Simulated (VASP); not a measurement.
# LiZr3N2 (P6/mmm) in VASP: single point with PBE

Aim: the single point of LiZr3N2 with PBE.

All numbers are computed with VASP 6.6.1; they aren't measurements. Logs are shortened: lines on timing, memory, paths and dates and some standing lists are left out, and cuts for length are marked.

### 1 The cell of the first run

The structure is hexagonal, space group P6/mmm (No. 191). The conventional cell has a = 4.639 Å, b = 4.639 Å, c = 5.332 Å, α = 90.00°, β = 90.00°, γ = 120.00°. Li (site symmetry 6/mmm) has 2 N at 1.54 Å within 2.1 Å. Within 3.1 Å of Zr (site symmetry mmm) lie 4 Zr at 2.32 Å and 4 N at 2.58 Å. N (site symmetry 6mm) has 1 Li at 1.54 Å within 2.1 Å.

### 2 Single point, PBE

INCAR reads:

```
PREC = Accurate
ENCUT = 520
EDIFF = 1E-6
ISMEAR = 0
SIGMA = 0.1
LREAL = False
LASPH = True
NELM = 60
ALGO = Normal
ISIF = 2
LWAVE = False
LCHARG = False
GGA = PE
NBANDS = 34
```

KPOINTS reads:

```
Automatic mesh
0
Gamma
  6 6 4
```

POSCAR reads:

```
LiZr3N2
1.0
    4.6390269000      0.0000000000      0.0000000000
   -2.3195134500      4.0175151400      0.0000000000
    0.0000000000      0.0000000000      5.3324036200
Li Zr N
1 3 2
Direct
    0.0000000000      0.0000000000      0.0000000000
    0.5000000000      0.0000000000      0.5000000000
    0.0000000000      0.5000000000      0.5000000000
    0.5000000000      0.5000000000      0.5000000000
    0.0000000000      0.0000000000      0.7110241900
    0.0000000000      0.0000000000      0.2889758100
```

Potentials or basis: VASP PAW PBE potentials, release 64 (Li_sv, Zr_sv, N).

The run is started by

```
cat potpaw_PBE.64/Li_sv/POTCAR potpaw_PBE.64/Zr_sv/POTCAR potpaw_PBE.64/N/POTCAR > POTCAR
mpirun -np 1 vasp_std > vasp.out
```

OUTCAR:

```text
PREC = Accurate
   ENCUT = 520
   EDIFF = 1E-6
   ISMEAR = 0
   LREAL = False
   LASPH = True
   NELM = 60
   ISIF = 2
   GGA = PE

 ion  position               nearest neighbor table
   1  0.000  0.000  0.000-   5 1.54   6 1.54
   2  0.500  0.000  0.500-   3 2.32   4 2.32   4 2.32   3 2.32   5 2.58   5 2.58   6 2.58   6 2.58

   3  0.000  0.500  0.500-   2 2.32   2 2.32   4 2.32   4 2.32   5 2.58   6 2.58   5 2.58   6 2.58

   4  0.500  0.500  0.500-   2 2.32   2 2.32   3 2.32   3 2.32   5 2.58   6 2.58   5 2.58   6 2.58

   5  0.000  0.000  0.711-   1 1.54   3 2.58   4 2.58   3 2.58   4 2.58   2 2.58   2 2.58
   6  0.000  0.000  0.289-   1 1.54   3 2.58   4 2.58   3 2.58   4 2.58   2 2.58   2 2.58

  LATTYP: Found a hexagonal cell.
 ALAT       =     4.6390269000
 C/A-ratio  =     1.1494659839

  Lattice vectors:

 A1 = (   4.6390269000,   0.0000000000,   0.0000000000)
 A2 = (  -2.3195134500,   4.0175151400,   0.0000000000)
 A3 = (   0.0000000000,   0.0000000000,   5.3324036200)

Analysis of symmetry for initial positions (statically):
=====================================================================
 Subroutine PRICEL returns:
 Original cell was already a primitive cell.

 Routine SETGRP: Setting up the symmetry group for a
 hexagonal supercell.

 Subroutine GETGRP returns: Found 24 space group operations
 (whereof 24 operations were pure point group operations)
 out of a pool of 24 trial point group operations.

The static configuration has the point symmetry D_6h.

Analysis of symmetry for dynamics (positions and initial velocities):
=====================================================================
 Subroutine PRICEL returns:
 Original cell was already a primitive cell.

 Routine SETGRP: Setting up the symmetry group for a
 hexagonal supercell.

 Subroutine GETGRP returns: Found 24 space group operations
 (whereof 24 operations were pure point group operations)
 out of a pool of 24 trial point group operations.

The dynamic configuration has the point symmetry D_6h.

 Subroutine INISYM returns: Found 24 space group operations
 (whereof 24 operations are pure point group operations),
 and found     1 'primitive' translations

----------------------------------------------------------------------------------------

                                     Primitive cell

  volume of cell :      99.3819

  direct lattice vectors                    reciprocal lattice vectors
     4.639026900  0.000000000  0.000000000     0.215562449  0.124455038  0.000000000
    -2.319513450  4.017515140  0.000000000     0.000000000  0.248910076  0.000000000
     0.000000000  0.000000000  5.332403620     0.000000000  0.000000000  0.187532691

  length of vectors
     4.639026900  4.639026896  5.332403620     0.248910076  0.248910076  0.187532691

  position of ions in fractional coordinates (direct lattice)
     0.000000000  0.000000000  0.000000000
     0.500000000  0.000000000  0.500000000
     0.000000000  0.500000000  0.500000000
     0.500000000  0.500000000  0.500000000
     0.000000000  0.000000000  0.711024190
     0.000000000  0.000000000  0.288975810

  ion indices of the primitive-cell ions
   primitive index   ion index
                 1           1
                 2           2
                 3           3
                 4           4
                 5           5
                 6           6

----------------------------------------------------------------------------------------

 KPOINTS: Automatic mesh

Automatic generation of k-mesh.
 Grid dimensions read from file:
 generate k-points for:    6    6    4

 Generating k-lattice:

  Cartesian coordinates                     Fractional coordinates (reciprocal lattice)
     0.035927075  0.020742506  0.000000000     0.166666667  0.000000000  0.000000000
     0.000000000  0.041485013  0.000000000     0.000000000  0.166666667  0.000000000
     0.000000000  0.000000000  0.046883173     0.000000000  0.000000000  0.250000000

  Length of vectors
     0.041485013  0.041485013  0.046883173

  Shift w.r.t. Gamma in fractional coordinates (k-lattice)
     0.000000000  0.000000000  0.000000000

 Subroutine IBZKPT returns following result:
 ===========================================

 Found     21 irreducible k-points:

 Following reciprocal coordinates:
            Coordinates               Weight
  0.000000  0.000000  0.000000      1.000000
  0.166667  0.000000  0.000000      6.000000
  0.333333 -0.000000  0.000000      6.000000
  0.500000  0.000000  0.000000      3.000000
  0.166667  0.166667  0.000000      6.000000
  0.333333  0.166667  0.000000     12.000000
[... 13 lines left out ...]
  0.333333  0.166667  0.500000     12.000000
  0.333333  0.333333  0.500000      2.000000
   k-points           NKPTS =     21   k-points in BZ     NKDIM =     21   number of bands    NBANDS=     34
   number of dos      NEDOS =    301   number of ions     NIONS =      6
   total plane-waves  NPLWV =  51840
   dimension x,y,z NGX =    36 NGY =   36 NGZ =   40
   dimension x,y,z NGXF=    72 NGYF=   72 NGZF=   80
   ions per type =               1   3   2
   NGX,Y,Z   is equivalent  to a cutoff of  12.90, 12.90, 12.47 a.u.
   NGXF,Y,Z  is equivalent  to a cutoff of  25.80, 25.80, 24.94 a.u.
 SYSTEM =  unknown system
   PREC   = accura    normal or accurate (medium, high low for compatibility)
   ISTART =      0    job   : 0-new  1-cont  2-samecut
   ICHARG =      2    charge: 1-file 2-atom 10-const
   ISPIN  =      1    spin polarized calculation?
   LNONCOLLINEAR =      F non collinear calculations
   LSORBIT =      F    spin-orbit coupling
   LASPH  =      T    aspherical Exc in radial PAW
   ENCUT  =  520.0 eV  38.22 Ry    6.18 a.u.   8.63  8.63  9.91*2*pi/ulx,y,z
   NELM   =     60;   NELMIN=  2; NELMDL= -5     # of ELM steps
   EDIFF  = 0.1E-05   stopping-criterion for ELM
   LREAL  =      F    real-space projection
   EDIFFG = 0.1E-04   stopping-criterion for IOM
   NSW    =      0    number of steps for IOM
   IBRION =     -1    ionic relax: 0-MD 1-quasi-New 2-CG
   NFREE  =      0    steps in history (QN), initial steepest desc. (CG)
   ISIF   =      2    stress and relaxation
   ISYM   =      2    0-nonsym 1-usesym 2-fastsym
   POTIM  = 0.5000    time-step for ionic-motion
   TEBEG  =    0.0;   TEEND  =   0.0 temperature during run
   PSTRESS=    0.0 pullay stress
   NELECT =      49.0000    total number of electrons
   NUPDOWN=      -1.0000    fix difference up-down
   EMIN   =  10.00;   EMAX   =-10.00  energy-range for DOS
   EFERMI =   0.00;   METHOD = LEGACY
   ISMEAR =     0;   SIGMA  =   0.10  broadening in eV -4-tet -1-fermi 0-gaus
   EFERMI_NEDOS =   21; number of points for ismear=-14 and -15
   IALGO  =     38    algorithm
   IMIX   =      4    mixing-type and parameters
     AMIX     =   0.40;   BMIX     =  1.00
     AMIX_MAG =   1.60;   BMIX_MAG =  1.00
  volume/ion in A,a.u.               =      16.56       111.78
  Fermi-wavevector in a.u.,A,eV,Ry     =   1.293315  2.444011 22.757978  1.672664
  Thomas-Fermi vector in A             =   2.424968
   LORBIT       =      0    0 simple, 1 ext, 2 COOP (PROOUT), +10 PAW based schemes
   GGA     = PE    functional components
   LHFCALC =     F    Hartree Fock is set to
   AEXX    =    0.0000 exact exchange contribution
   IVDW    =     0    specifies the selected vdW correction
   LEPSILON=     F    determine dielectric tensor
   LRPA    =     F    only Hartree local field effects (RPA)
 non-spin polarized calculation
 Gauss-broadening in eV      SIGMA  =   0.10
  energy-cutoff  :      520.00
  volume of cell :       99.38
 maximum number of plane-waves:      2696
 NGX is ok and might be reduce to    36
   NGX = 17   NGY = 17   NGZ = 19

 number of electron      48.9999987 magnetization

 Free energy of the ion-electron system (eV)
  ---------------------------------------------------
  ext. energy  EPLUGINS =         0.00000000
  ---------------------------------------------------
  free energy    TOTEN  =       -34.08371892 eV

  energy without entropy =      -34.06487821  energy(sigma->0) =      -34.07429856

 E-fermi :   6.7285     XC(G=0):  -9.9993

 val. band max:        6.6853683884   @ k =   0.3333   0.1667   0.0000
 cond. band min:       6.7661797243   @ k =   0.1667   0.1667   0.2500
 fundamental gap:      0.0808113360
 Fermi energy:         6.7284970834

 k-point     1 :       0.0000    0.0000    0.0000
  band No.  band energies     occupation
      1     -43.1560      2.00000
      2     -41.3068      2.00000
      3     -41.3068      2.00000
      4     -37.4047      2.00000
      5     -24.7856      2.00000
      6     -22.0202      2.00000
[... 26 lines left out ...]
     33      12.8694      0.00000
     34      13.0212      0.00000

 k-point     2 :       0.1667    0.0000    0.0000
  band No.  band energies     occupation
      1     -43.0638      2.00000
      2     -41.4397      2.00000
      3     -41.3102      2.00000
      4     -37.4047      2.00000
      5     -24.4579      2.00000
      6     -21.9820      2.00000
[... 26 lines left out ...]
     33      12.0333      0.00000
     34      12.5070      0.00000

 k-point     3 :       0.3333   -0.0000    0.0000
  band No.  band energies     occupation
      1     -42.8174      2.00000
      2     -41.7656      2.00000
      3     -41.3169      2.00000
      4     -37.4047      2.00000
      5     -23.7047      2.00000
      6     -21.7243      2.00000
[... 26 lines left out ...]
     33      11.2469      0.00000
     34      11.5963      0.00000
[... 593 lines left out ...]
 k-point    20 :       0.3333    0.1667    0.5000
  band No.  band energies     occupation
      1     -42.6113      2.00000
      2     -42.0080      2.00000
      3     -41.3232      2.00000
      4     -37.4047      2.00000
      5     -23.1239      2.00000
      6     -21.6433      2.00000
[... 26 lines left out ...]
     33      10.6883      0.00000
     34      11.1840      0.00000

 k-point    21 :       0.3333    0.3333    0.5000
  band No.  band energies     occupation
      1     -42.3179      2.00000
      2     -42.3179      2.00000
      3     -41.3278      2.00000
      4     -37.4046      2.00000
      5     -22.1897      2.00000
      6     -22.1897      2.00000
[... 26 lines left out ...]
     33      10.9130      0.00000
     34      10.9130      0.00000

------------------------ aborting loop because EDIFF is reached ----------------------------------------

  FORCE on cell =-STRESS in cart. coord.  units (eV):
  Direction    XX          YY          ZZ          XY          YZ          ZX
  --------------------------------------------------------------------------------------
  -------------------------------------------------------------------------------------
  Total       24.3886245     24.3886245     13.0317323     -0.0000000     -0.0000000      0.0000000
  in kB      393.1791344    393.1791336    210.0899627     -0.0000000     -0.0000000      0.0000000
  external PRESSURE =     332.1494103 kB  Pullay stress =       0.0000000 kB

 VOLUME and BASIS-vectors are now :
 -----------------------------------------------------------------------------
  energy-cutoff  :      520.00
  volume of cell :       99.38
      direct lattice vectors                 reciprocal lattice vectors
     4.639026900  0.000000000  0.000000000     0.215562449  0.124455038  0.000000000
    -2.319513450  4.017515140  0.000000000     0.000000000  0.248910076  0.000000000
     0.000000000  0.000000000  5.332403620     0.000000000  0.000000000  0.187532691

 POSITION                                       TOTAL-FORCE (eV/Angst)
 -----------------------------------------------------------------------------------
      0.00000      0.00000      0.00000        -0.000000      0.000000      0.000000
      2.31951      0.00000      2.66620        -0.000000      0.000000      0.000000
     -1.15976      2.00876      2.66620        -0.000000      0.000000      0.000000
      1.15976      2.00876      2.66620        -0.000000      0.000000      0.000000
      0.00000      0.00000      3.79147        -0.000000      0.000000     -4.986284
      0.00000      0.00000      1.54094         0.000000     -0.000000      4.986284
 -----------------------------------------------------------------------------------
    total drift:                                0.000000      0.000000      0.000000

  FREE ENERGIE OF THE ION-ELECTRON SYSTEM (eV)
  ---------------------------------------------------
  free  energy   TOTEN  =       -34.0837189158 eV

  energy  without entropy=      -34.0648782119  energy(sigma->0) =      -34.07429856
```

It took 49 s on 1 thread of AMD EPYC 9R45 (Zen 5), shared host; peak memory 0.21 GiB.

What came out:

```yaml
Free_energy: -34.0837 eV
Largest_force: 4.986 eV/Å
```

Forces in eV/Å, atoms in the order of the input:
```
Li   0.000  0.000  0.000
Zr   0.000  0.000  0.000
Zr   0.000  0.000  0.000
Zr   0.000  0.000  0.000
N    0.000  0.000 -4.986
N    0.000  0.000  4.986
```

Caveat: the cutoff is under 1.25 times the usual one of these potentials, so pressure, stress and relaxed cells hold a basis-set (Pulay) error; forces of over 1 eV/Å act on the atoms, so gaps and moduli don't describe the material at rest.
